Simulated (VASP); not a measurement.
A run of VASP 6.6.1 is set up as follows.

The input INCAR:

```
SYSTEM = CoO
PREC     = Accurate       ! precision mode
ENCUT    = 520            ! plane-wave cutoff, eV
EDIFF    = 1E-6           ! SCF threshold, eV
ISMEAR   = 0              ! smearing method
SIGMA    = 0.01           ! smearing width, eV
LREAL    = .False.        ! projectors in reciprocal space
LASPH    = .True.         ! aspherical terms in the spheres
NELM     = 150            ! most SCF steps
ALGO     = Normal         ! electronic algorithm
ISIF     = 2              ! what is computed and relaxed
LWAVE    = .False.        ! write WAVECAR
LCHARG   = .False.        ! write CHGCAR
ISPIN    = 2              ! spin polarisation
MAGMOM   = -2.32 2.32 0.17 -0.17 ! initial moments
LORBIT   = 11             ! projections on sites
LMAXMIX  = 4              ! l up to which the mixer works
GGA      = PE             ! functional
NBANDS   = 27             ! bands
```

KPOINTS

```
regular mesh
0
Gamma
  12 12 8
  0 0 0
```

The input POSCAR:

```
CoO
1.0
    3.1976457435      0.0000000000      0.0000000000
   -1.5988228718      2.7692424462      0.0000000000
    0.0000000000      0.0000000000      5.2287097100
Co O
2 2
Direct
    0.0000000000      0.0000000000      0.0053186243
    0.3333333333      0.6666666667      0.5053189320
    0.0000000000      0.0000000000      0.3696887729
    0.3333333333      0.6666666667      0.8696746708
```

Potentials or basis: VASP PAW PBE potentials, release 64 (Co, O).

Launch:

```bash
$ cat potpaw_PBE.64/Co/POTCAR potpaw_PBE.64/O/POTCAR > POTCAR
$ mpirun -np 1 vasp_std > vasp.out
```

Problem. Predict the band gap on the k mesh.

Solution. 0.15 eV, indirect (least direct gap 0.24 eV).

Problem. Predict the largest force.

Solution. 0.011 eV/Å.

Forces on the atoms (eV/Å):
```
Co   0.000  0.000 -0.010
Co   0.000  0.000 -0.010
O    0.000  0.000  0.010
O    0.000  0.000  0.011
```

A k mesh can miss the band edges.
